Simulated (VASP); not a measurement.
A run of VASP 6.6.1 is set up as follows.

File INCAR:

```
SYSTEM = Sb
PREC = Accurate
ENCUT = 520
EDIFF = 1E-7
ISMEAR = 0
SIGMA = 0.1
LREAL = .FALSE.
LASPH = .TRUE.
NELM = 100
ALGO = Normal
ISIF = 2
LWAVE = .FALSE.
LCHARG = .FALSE.
GGA = PE
IVDW = 12
NBANDS = 24
```

The input KPOINTS:

```
Automatic mesh
0
G
  8 12 12
  0 0 0
```

File POSCAR:

```
Sb
1.0
    0.0000000000      0.0000000000     -5.4656893997
   -4.9802769447     -2.8753642347      0.0000000000
    0.0000000000      5.7507284694      0.0000000000
Sb
6
Direct
    0.7500000000      0.6666666667      0.6666666667
    0.7500000000      0.0000000000      0.3333333333
    0.7500000000      0.3333333333      1.0000000000
    0.2500000000      0.3333333333      0.3333333333
    0.2500000000      0.6666666667      0.0000000000
    0.2500000000      0.0000000000      0.6666666667
```

Potentials or basis: VASP PAW PBE potentials, release 64 (Sb).

Launch:

```console
$ cat potpaw_PBE.64/Sb/POTCAR > POTCAR
$ mpirun -np 1 vasp_std > vasp.out
```

Predict the pressure.

-0.1 GPa.

What does it give for the dispersion energy per atom?

-0.541 eV.
